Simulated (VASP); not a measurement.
Input of a VASP 6.6.1 run:

INCAR

```
SYSTEM = Rh8CO
PREC = Accurate
ENCUT = 520
EDIFF = 1E-6
ISMEAR = 0
SIGMA = 0.1
LREAL = .FALSE.
LASPH = .TRUE.
NELM = 80
ALGO = Normal
ISIF = 2
LWAVE = .FALSE.
LCHARG = .TRUE.
LDIPOL = .TRUE.
IDIPOL = 3
DIPOL = 0.5 0.5 0.483
GGA = RP
LELF = .TRUE.
LVHAR = .TRUE.
LVACPOTAV = .TRUE.
NBANDS = 76
```

The input KPOINTS:

```
regular mesh
0
G
  6 12 1
  0 0 0
```

POSCAR

```
Rh8CO
1.0
    5.4496802796      0.0000000000      0.0000000000
   -1.3624200699      2.3597807823      0.0000000000
    0.0000000000      0.0000000000     26.8244679731
Rh C O
8 1 1
Direct
    0.3333333333      0.3333333333      0.3168748774
    0.8333333333      0.3333333333      0.3168748774
    0.6666666667      0.6666666667      0.3998149252
    0.1666666667      0.6666666667      0.3998149252
   -0.0011212995     -0.0011212995      0.4809567878
    0.5009886756      0.0009886756      0.4818455827
    0.3291571316      0.3291571316      0.5717478471
    0.8316432863      0.3316432863      0.5623225307
    0.3342106585      0.8342106585      0.6278596764
    0.3398029972      0.8398029972      0.6715621866
```

Potentials or basis: VASP PAW PBE potentials, release 64 (Rh_pv, C, O).

Command:

```console
$ cat potpaw_PBE.64/Rh_pv/POTCAR potpaw_PBE.64/C/POTCAR potpaw_PBE.64/O/POTCAR > POTCAR
$ mpirun -np 1 vasp_std > vasp.out
```

Problem. Predict the largest force.

Solution. 0.727 eV/Å.

Problem. Predict the band gap on the k mesh.

Solution. Zero (bands 65 and 66 overlap by 1.39 eV).

Forces on the atoms (eV/Å):
```
Rh   0.059  0.034  0.284
Rh  -0.057 -0.033  0.295
Rh  -0.086 -0.050 -0.519
Rh   0.085  0.049 -0.080
Rh   0.001  0.000  0.007
Rh   0.000  0.000  0.003
Rh   0.001  0.000  0.006
Rh  -0.001  0.000  0.006
C   -0.017 -0.010 -0.727
O    0.016  0.009  0.726
```

Caveat: the PAW data sets were made with another functional, which shifts forces and pressure a little.
